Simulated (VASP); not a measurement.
The system is CuO.

```
Cu O
1.0
     0.00000    2.32725    2.32725
     2.32725    0.00000    2.32725
     2.32725    2.32725    0.00000
Cu O
1 1
Cartesian
  0.0000 0.0000 0.0000
  1.1636 1.1636 1.1636
```

```yaml
Program: VASP 6.6.1
Task: relaxation of cell and atoms
Functional: r2SCAN
Potentials_or_basis: VASP PAW PBE potentials, release 64 (Cu, O)
Cutoff: 600 eV
k_mesh: 10 × 10 × 10
Occupations: fermi-dirac, width 0.05 eV
Spin: no spin polarisation
Hubbard_terms: Cu d U = 5.3 eV
```

At the start: pressure -15.9 GPa; volume 12.60 Å³/atom.

How do energy, volume and symmetry change on relaxing?

Over 3 steps the energy falls by 98.7 meV/atom and the volume is 10.87 Å³/atom (-13.8 %); space group F-43m (No. 216, to 0.1 Å) before and after.

The path:
```
step  energy change (eV)  largest force (eV/Å)  pressure (GPa)  volume (Å³)
   1              0.0000                0.0000          -15.88        25.21
   2             -0.1816                0.0000            6.38        20.92
   3             -0.1974                0.0000           -0.05        21.74
```

Final structure:
```cif
data_structure
_symmetry_space_group_name_H-M 'P 1'
_symmetry_Int_Tables_number 1
_cell_length_a 3.1327
_cell_length_b 3.1327
_cell_length_c 3.1327
_cell_angle_alpha 60.000
_cell_angle_beta 60.000
_cell_angle_gamma 60.000
_cell_volume 21.74
loop_
_atom_site_label
_atom_site_type_symbol
_atom_site_fract_x
_atom_site_fract_y
_atom_site_fract_z
_atom_site_occupancy
Cu1 Cu 0.00000 0.00000 0.00000 1
O1 O 0.25000 0.25000 0.25000 1
```

Caveat: the PAW data sets were made with another functional, which shifts forces and pressure a little; an odd number of electrons without spin polarisation forces a metal; a magnetic or distorted state may lie lower; U without spin polarisation on a metal has little footing.
